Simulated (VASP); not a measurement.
A run of VASP 6.6.1 is set up as follows.

INCAR

```
SYSTEM = TiO2
PREC = Accurate ; ENCUT = 520
EDIFF = 1E-7 ; ISMEAR = 1
SIGMA = 0.02 ; LREAL = .FALSE.
LASPH = .TRUE. ; NELM = 80
ALGO = Normal ; ISIF = 2
LWAVE = .FALSE. ; LCHARG = .FALSE.
GGA = PS ; NBANDS = 33
```

File KPOINTS:

```
Automatic mesh
0
G
  8 8 8
  0 0 0
```

File POSCAR:

```
TiO2
1.0
   -1.8665279463      1.8665279463      4.6930042805
    1.8665279463     -1.8665279463      4.6930042805
    1.8665279463      1.8665279463     -4.6930042805
Ti O
2 4
Direct
    0.0000000000      0.0000000000      0.0000000000
    0.7500000000      0.2500000000      0.5000000000
    0.2081000000      0.2081000000      0.0000000000
    0.9581000000      0.4581000000      0.5000000000
    0.5419000000      0.0419000000      0.5000000000
    0.7919000000      0.7919000000      0.0000000000
```

Potentials or basis: VASP PAW PBE potentials, release 64 (Ti_sv, O).

Launch:

```bash
$ cat potpaw_PBE.64/Ti_sv/POTCAR potpaw_PBE.64/O/POTCAR > POTCAR
$ mpirun -np 1 vasp_std > vasp.out
```

Question: What does it give for the largest force?

Answer: 0.270 eV/Å.

Question: Predict the band gap on the k mesh.

Answer: 2.18 eV (least direct gap 2.48 eV).

Stress tensor (GPa, compression positive):
```
 8.85  0.00  0.00
 0.00  8.85  0.00
 0.00  0.00 10.47
```

Caveat: the cell stands under pressure; the PAW data sets were made with another functional, which shifts forces and pressure a little. A hybrid or GW would open this gap; PBEsol tends to underestimate it.
